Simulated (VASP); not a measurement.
Input of a VASP 6.6.1 run:

Contents of POSCAR:

```
Ti
1.0
    2.9358559451      0.0000000000      0.0000000000
   -1.4679279726      2.5425258303      0.0000000000
    0.0000000000      0.0000000000      4.6416239676
Ti
2
Direct
    0.3333333333      0.6666666667      0.2500000000
    0.6666666667      0.3333333333      0.7500000000
```

The input INCAR.step1:

```
SYSTEM = Ti
ALGO = Normal ; EDIFF = 1E-4
ENCUT = 520 ; GGA = PE
ISMEAR = -1 ; LASPH = .TRUE.
LCHARG = .FALSE. ; LREAL = .FALSE.
LWAVE = .TRUE. ; NBANDS = 19
NELM = 60 ; PREC = Accurate
SIGMA = 0.2
```

INCAR.step2

```
SYSTEM = Ti
ALGO = Normal ; EDIFF = 1E-7
ENCUT = 520 ; ISIF = 2
ISMEAR = -1 ; ISTART = 1
LASPH = .TRUE. ; LCHARG = .FALSE.
LMIXTAU = .TRUE. ; LREAL = .FALSE.
LWAVE = .FALSE. ; METAGGA = R2SCAN
NBANDS = 19 ; NELM = 60
PREC = Accurate ; SIGMA = 0.2
```

The input KPOINTS:

```
k-points
0
G
  12 12 7
  0 0 0
```

Potentials or basis: VASP PAW PBE potentials, release 64 (Ti_sv).

Launch:

```bash
$ cat potpaw_PBE.64/Ti_sv/POTCAR > POTCAR
$ cp INCAR.step1 INCAR
$ mpirun -np 1 vasp_std > vasp.out
$ cp INCAR.step2 INCAR
$ mpirun -np 1 vasp_std > vasp.out
```

(1) Predict the band gap on the k mesh.

(2) Predict the pressure.

## Answers

(1) zero (bands 12 and 13 overlap by 1.26 eV).

(2) 1.0 GPa.

Caveat: the PAW data sets were made with another functional, which shifts forces and pressure a little.
